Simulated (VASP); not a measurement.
# SrBi2Pb2 (P-3m1) in VASP: single point with PBE

Aim: the single point of SrBi2Pb2 with PBE.

All numbers are computed with VASP 6.6.1; they aren't measurements. Logs are shortened: lines on timing, memory, paths and dates and some standing lists are left out, and cuts for length are marked.

## 1. The cell of the first run

The structure is trigonal, space group P-3m1 (No. 164). The conventional cell has a = 3.971 Å, b = 3.971 Å, c = 10.513 Å, α = 90.00°, β = 90.00°, γ = 120.00°. Sr (site symmetry -3m) has 6 Bi at 2.92 Å and 6 Pb at 3.95 Å and 6 Sr at 3.97 Å within 4.0 Å. Pb (site symmetry 3m) has 3 Bi at 2.69 Å within 3.5 Å. Within 3.5 Å of Bi (site symmetry 3m) lie 3 Pb at 2.69 Å and 3 Sr at 2.92 Å.

## 2. Single point, PBE (N replaced by Bi, lengths x 1.147, strained)

Input file INCAR:

```
  PREC = Accurate
  ENCUT = 520
  EDIFF = 1E-6
  ISMEAR = 0
  SIGMA = 0.1
  LREAL = F
  LASPH = T
  NELM = 100
  ALGO = Fast
  ISIF = 2
  LWAVE = F
  LCHARG = F
  GGA = PE
  NBANDS = 42
```

Input file KPOINTS:

```
Automatic mesh
0
Gamma
  6 6 2
```

Input file POSCAR:

```
SrBi2Pb2
1.0
    3.9707574575      0.0000000000      0.0000000000
   -1.9853787288      3.4387768305      0.0000000000
    0.0000000000      0.0000000000     10.5131173876
Sr Pb Bi
1 2 2
Direct
    0.0000000000      0.0000000000      0.5000000000
    0.6666666667      0.3333333333      0.1938648700
    0.3333333333      0.6666666667      0.8061351300
    0.6666666667      0.3333333333      0.6723287300
    0.3333333333      0.6666666667      0.3276712700
```

Potentials or basis: VASP PAW PBE potentials, release 64 (Sr_sv, Pb_d, Bi_d).

Started as:

```console
$ cat potpaw_PBE.64/Sr_sv/POTCAR potpaw_PBE.64/Pb_d/POTCAR potpaw_PBE.64/Bi_d/POTCAR > POTCAR
$ mpirun -np 1 vasp_std > vasp.out
```

OUTCAR:

```text
PREC = Accurate
   ENCUT = 520
   EDIFF = 1E-6
   ISMEAR = 0
   LREAL = F
   LASPH = T
   NELM = 100
   ISIF = 2
   GGA = PE

 ion  position               nearest neighbor table
   1  0.000  0.000  0.500-   4 2.92   5 2.92   4 2.92   5 2.92   4 2.92   5 2.92   2 3.95   3 3.95
                             3 3.95   2 3.95   2 3.95   3 3.95
   2  0.667  0.333  0.194-   5 2.69   5 2.69   5 2.69   1 3.95   1 3.95   1 3.95
   3  0.333  0.667  0.806-   4 2.69   4 2.69   4 2.69   1 3.95   1 3.95   1 3.95
   4  0.667  0.333  0.672-   3 2.69   3 2.69   3 2.69   1 2.92   1 2.92   1 2.92
   5  0.333  0.667  0.328-   2 2.69   2 2.69   2 2.69   1 2.92   1 2.92   1 2.92

  LATTYP: Found a hexagonal cell.
 ALAT       =     3.9707574575
 C/A-ratio  =     2.6476352434

  Lattice vectors:

 A1 = (   3.9707574575,   0.0000000000,   0.0000000000)
 A2 = (  -1.9853787288,   3.4387768305,   0.0000000000)
 A3 = (   0.0000000000,   0.0000000000,  10.5131173876)

Analysis of symmetry for initial positions (statically):
=====================================================================
 Subroutine PRICEL returns:
 Original cell was already a primitive cell.

 Routine SETGRP: Setting up the symmetry group for a
 hexagonal supercell.

 Subroutine GETGRP returns: Found 12 space group operations
 (whereof 12 operations were pure point group operations)
 out of a pool of 24 trial point group operations.

The static configuration has the point symmetry D_3d.

Analysis of symmetry for dynamics (positions and initial velocities):
=====================================================================
 Subroutine PRICEL returns:
 Original cell was already a primitive cell.

 Routine SETGRP: Setting up the symmetry group for a
 hexagonal supercell.

 Subroutine GETGRP returns: Found 12 space group operations
 (whereof 12 operations were pure point group operations)
 out of a pool of 24 trial point group operations.

The dynamic configuration has the point symmetry D_3d.

 Subroutine INISYM returns: Found 12 space group operations
 (whereof 12 operations are pure point group operations),
 and found     1 'primitive' translations

----------------------------------------------------------------------------------------

                                     Primitive cell

  volume of cell :     143.5519

  direct lattice vectors                    reciprocal lattice vectors
     3.970757457  0.000000000  0.000000000     0.251841119  0.145400538  0.000000000
    -1.985378729  3.438776831  0.000000000     0.000000000  0.290801075  0.000000000
     0.000000000  0.000000000 10.513117388     0.000000000  0.000000000  0.095119265

  length of vectors
     3.970757457  3.970757458 10.513117388     0.290801075  0.290801075  0.095119265

  position of ions in fractional coordinates (direct lattice)
     0.000000000  0.000000000  0.500000000
     0.666666667  0.333333333  0.193864870
     0.333333333  0.666666667  0.806135130
     0.666666667  0.333333333  0.672328730
     0.333333333  0.666666667  0.327671270

  ion indices of the primitive-cell ions
   primitive index   ion index
                 1           1
                 2           2
                 3           3
                 4           4
                 5           5

----------------------------------------------------------------------------------------

 KPOINTS: Automatic mesh

Automatic generation of k-mesh.
 Grid dimensions read from file:
 generate k-points for:    6    6    2

 Generating k-lattice:

  Cartesian coordinates                     Fractional coordinates (reciprocal lattice)
     0.041973520  0.024233423  0.000000000     0.166666667 -0.000000000  0.000000000
     0.000000000  0.048466846  0.000000000     0.000000000  0.166666667  0.000000000
     0.000000000  0.000000000  0.047559633     0.000000000  0.000000000  0.500000000

  Length of vectors
     0.048466846  0.048466846  0.047559633

  Shift w.r.t. Gamma in fractional coordinates (k-lattice)
     0.000000000  0.000000000  0.000000000

 Subroutine IBZKPT returns following result:
 ===========================================

 Found     14 irreducible k-points:

 Following reciprocal coordinates:
            Coordinates               Weight
  0.000000  0.000000  0.000000      1.000000
  0.166667 -0.000000  0.000000      6.000000
  0.333333  0.000000  0.000000      6.000000
  0.500000  0.000000  0.000000      3.000000
  0.166667  0.166667  0.000000      6.000000
  0.333333  0.166667  0.000000     12.000000
  0.333333  0.333333  0.000000      2.000000
  0.000000  0.000000  0.500000      1.000000
  0.166667 -0.000000  0.500000      6.000000
  0.333333  0.000000  0.500000      6.000000
  0.500000  0.000000  0.500000      3.000000
  0.166667  0.166667  0.500000      6.000000
  0.333333  0.166667  0.500000     12.000000
  0.333333  0.333333  0.500000      2.000000
   k-points           NKPTS =     14   k-points in BZ     NKDIM =     14   number of bands    NBANDS=     42
   number of dos      NEDOS =    301   number of ions     NIONS =      5
   total plane-waves  NPLWV =  72000
   dimension x,y,z NGX =    30 NGY =   30 NGZ =   80
   dimension x,y,z NGXF=    60 NGYF=   60 NGZF=  160
   ions per type =               1   2   2
   NGX,Y,Z   is equivalent  to a cutoff of  12.56, 12.56, 12.65 a.u.
   NGXF,Y,Z  is equivalent  to a cutoff of  25.12, 25.12, 25.30 a.u.
 SYSTEM =  unknown system
   PREC   = accura    normal or accurate (medium, high low for compatibility)
   ISTART =      0    job   : 0-new  1-cont  2-samecut
   ICHARG =      2    charge: 1-file 2-atom 10-const
   ISPIN  =      1    spin polarized calculation?
   LNONCOLLINEAR =      F non collinear calculations
   LSORBIT =      F    spin-orbit coupling
   LASPH  =      T    aspherical Exc in radial PAW
   ENCUT  =  520.0 eV  38.22 Ry    6.18 a.u.   7.38  7.38 19.55*2*pi/ulx,y,z
   NELM   =    100;   NELMIN=  2; NELMDL= -5     # of ELM steps
   EDIFF  = 0.1E-05   stopping-criterion for ELM
   LREAL  =      F    real-space projection
   EDIFFG = 0.1E-04   stopping-criterion for IOM
   NSW    =      0    number of steps for IOM
   IBRION =     -1    ionic relax: 0-MD 1-quasi-New 2-CG
   NFREE  =      0    steps in history (QN), initial steepest desc. (CG)
   ISIF   =      2    stress and relaxation
   ISYM   =      2    0-nonsym 1-usesym 2-fastsym
   POTIM  = 0.5000    time-step for ionic-motion
   TEBEG  =    0.0;   TEEND  =   0.0 temperature during run
   PSTRESS=    0.0 pullay stress
   NELECT =      68.0000    total number of electrons
   NUPDOWN=      -1.0000    fix difference up-down
   EMIN   =  10.00;   EMAX   =-10.00  energy-range for DOS
   EFERMI =   0.00;   METHOD = LEGACY
   ISMEAR =     0;   SIGMA  =   0.10  broadening in eV -4-tet -1-fermi 0-gaus
   EFERMI_NEDOS =   21; number of points for ismear=-14 and -15
   IALGO  =     68    algorithm
   IMIX   =      4    mixing-type and parameters
     AMIX     =   0.40;   BMIX     =  1.00
     AMIX_MAG =   1.60;   BMIX_MAG =  1.00
  volume/ion in A,a.u.               =      28.71       193.75
  Fermi-wavevector in a.u.,A,eV,Ry     =   1.276169  2.411610 22.158547  1.628607
  Thomas-Fermi vector in A             =   2.408840
   LORBIT       =      0    0 simple, 1 ext, 2 COOP (PROOUT), +10 PAW based schemes
   GGA     = PE    functional components
   LHFCALC =     F    Hartree Fock is set to
   AEXX    =    0.0000 exact exchange contribution
   IVDW    =     0    specifies the selected vdW correction
   LEPSILON=     F    determine dielectric tensor
   LRPA    =     F    only Hartree local field effects (RPA)
 non-spin polarized calculation
 RMM-DIIS sequential band-by-band and
 Gauss-broadening in eV      SIGMA  =   0.10
  energy-cutoff  :      520.00
  volume of cell :      143.55
 maximum number of plane-waves:      3909
 NGX is ok and might be reduce to    30
   NGX = 15   NGY = 15   NGZ = 39

 number of electron      67.9999995 magnetization

 Free energy of the ion-electron system (eV)
  ---------------------------------------------------
  ext. energy  EPLUGINS =         0.00000000
  ---------------------------------------------------
  free energy    TOTEN  =       -12.15650962 eV

  energy without entropy =      -12.15288038  energy(sigma->0) =      -12.15469500

 E-fermi :   8.2181     XC(G=0):  -9.9138

 val. band max:        7.5620721257   @ k =   0.0000   0.0000   0.0000
 cond. band min:       8.2874720209   @ k =   0.0000   0.0000   0.0000
 fundamental gap:      0.7253998952
 Fermi energy:         8.2180904471

 k-point     1 :       0.0000    0.0000    0.0000
  band No.  band energies     occupation
      1     -27.7469      2.00000
      2     -15.8100      2.00000
      3     -15.8100      2.00000
      4     -15.7847      2.00000
      5     -15.7847      2.00000
      6     -15.6254      2.00000
[... 34 lines left out ...]
     41      10.7668      0.00000
     42      11.1724      0.00000

 k-point     2 :       0.1667   -0.0000    0.0000
  band No.  band energies     occupation
      1     -27.7384      2.00000
      2     -15.8017      2.00000
      3     -15.7981      2.00000
      4     -15.7894      2.00000
      5     -15.7764      2.00000
      6     -15.6304      2.00000
[... 34 lines left out ...]
     41      11.1130      0.00000
     42      11.9934      0.00000

 k-point     3 :       0.3333    0.0000    0.0000
  band No.  band energies     occupation
      1     -27.7214      2.00000
      2     -15.8037      2.00000
      3     -15.7881      2.00000
      4     -15.7683      2.00000
      5     -15.7610      2.00000
      6     -15.6396      2.00000
[... 34 lines left out ...]
     41      11.3792      0.00000
     42      12.9509      0.00000

 k-point     4 :       0.5000    0.0000    0.0000
  band No.  band energies     occupation
      1     -27.7129      2.00000
      2     -15.8098      2.00000
      3     -15.7829      2.00000
      4     -15.7539      2.00000
      5     -15.7536      2.00000
      6     -15.6419      2.00000
[... 394 lines left out ...]
     41      11.2864      0.00000
     42      11.6917      0.00000

 k-point    13 :       0.3333    0.1667    0.5000
  band No.  band energies     occupation
      1     -27.7129      2.00000
      2     -15.8050      2.00000
      3     -15.7791      2.00000
      4     -15.7614      2.00000
      5     -15.7510      2.00000
      6     -15.6321      2.00000
[... 34 lines left out ...]
     41      11.5212      0.00000
     42      12.8496      0.00000

 k-point    14 :       0.3333    0.3333    0.5000
  band No.  band energies     occupation
      1     -27.7086      2.00000
      2     -15.8020      2.00000
      3     -15.7691      2.00000
      4     -15.7691      2.00000
      5     -15.7418      2.00000
      6     -15.6129      2.00000
[... 34 lines left out ...]
     41      11.4108      0.00000
     42      13.5217      0.00000

------------------------ aborting loop because EDIFF is reached ----------------------------------------

  FORCE on cell =-STRESS in cart. coord.  units (eV):
  Direction    XX          YY          ZZ          XY          YZ          ZX
  --------------------------------------------------------------------------------------
  -------------------------------------------------------------------------------------
  Total       32.0063692     32.0063692     24.8481944     -0.0000000      0.0000000      0.0000000
  in kB      357.2219425    357.2219425    277.3298094     -0.0000000      0.0000000      0.0000000
  external PRESSURE =     330.5912315 kB  Pullay stress =       0.0000000 kB

 VOLUME and BASIS-vectors are now :
 -----------------------------------------------------------------------------
  energy-cutoff  :      520.00
  volume of cell :      143.55
      direct lattice vectors                 reciprocal lattice vectors
     3.970757457  0.000000000  0.000000000     0.251841119  0.145400538  0.000000000
    -1.985378729  3.438776831  0.000000000     0.000000000  0.290801075  0.000000000
     0.000000000  0.000000000 10.513117388     0.000000000  0.000000000  0.095119265

 POSITION                                       TOTAL-FORCE (eV/Angst)
 -----------------------------------------------------------------------------------
      0.00000      0.00000      5.25656        -0.000000      0.000000      0.000000
      1.98538      1.14626      2.03812        -0.000000      0.000000     -4.955346
     -0.00000      2.29252      8.47499         0.000000      0.000000      4.955346
      1.98538      1.14626      7.06827        -0.000000      0.000000     -1.780826
     -0.00000      2.29252      3.44485         0.000000     -0.000000      1.780826
 -----------------------------------------------------------------------------------
    total drift:                               -0.000000      0.000000     -0.000000

  FREE ENERGIE OF THE ION-ELECTRON SYSTEM (eV)
  ---------------------------------------------------
  free  energy   TOTEN  =       -12.1565096235 eV

  energy  without entropy=      -12.1528803823  energy(sigma->0) =      -12.15469500
```

It took 1.9 min on 1 thread of AMD EPYC 9R45 (Zen 5), shared host; peak memory 0.27 GiB.

Results:

* Free energy: -12.1565 eV
* Pressure: 33.1 GPa
* Largest force: 4.955 eV/Å

Forces in eV/Å, atoms in the order of the input:
```
Sr   0.000  0.000  0.000
Pb   0.000  0.000 -4.955
Pb   0.000  0.000  4.955
Bi   0.000  0.000 -1.781
Bi   0.000  0.000  1.781
```

Caveat: the cell differs from its parent crystal (N replaced by Bi, lengths x 1.147, strained); the cell stands under pressure; spin-orbit coupling is left out, which moves the levels of the heavy elements; forces of over 1 eV/Å act on the atoms, so gaps and moduli don't describe the material at rest.
